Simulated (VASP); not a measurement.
Input of a VASP 6.6.1 run:

The input INCAR:

```
PREC = Accurate
ENCUT = 600
EDIFF = 1E-6
ISMEAR = 0
SIGMA = 0.1
LREAL = F
LASPH = T
NELM = 150
ALGO = Normal
ISIF = 3
LWAVE = F
LCHARG = F
ISPIN = 2
MAGMOM = 1.85 1.85 0 0 0 0
LORBIT = 11
LMAXMIX = 4
IBRION = 2
NSW = 100
EDIFFG = -0.05
```

KPOINTS

```
Automatic mesh
0
Gamma
  4 4 6
```

The input POSCAR:

```
CrO2
1.0
    4.4210000000      0.0000000000      0.0000000000
    0.0000000000      4.4210000000      0.0000000000
    0.0000000000      0.0000000000      2.9170000000
Cr O
2 4
Direct
    0.0000000000      0.0000000000      0.0000000000
    0.5000000000      0.5000000000      0.5000000000
    0.3010000000      0.3010000000      0.0000000000
    0.1990000000      0.8010000000      0.5000000000
    0.6990000000      0.6990000000      0.0000000000
    0.8010000000      0.1990000000      0.5000000000
```

Potentials or basis: VASP PAW LDA potentials, release 64 (Cr_pv, O).

The run is started by

```bash
$ cat potpaw_LDA.64/Cr_pv/POTCAR potpaw_LDA.64/O/POTCAR > POTCAR
$ mpirun -np 1 vasp_std > vasp.out
```

What does it give for the net moment?

4.00 μB per cell.

Predict the site moments.

Cr +1.98; O -0.03 μB.

Predict the space group after relaxing (to 0.1 Å).

P4_2/mnm (No. 136).

What does it give for the relaxed volume?

9.04 Å³/atom.

Stress tensor (GPa, compression positive):
```
0.04 0.00 0.00
0.00 0.04 0.00
0.00 0.00 0.14
```

 Zero-point motion and thermal expansion aren't in these numbers.
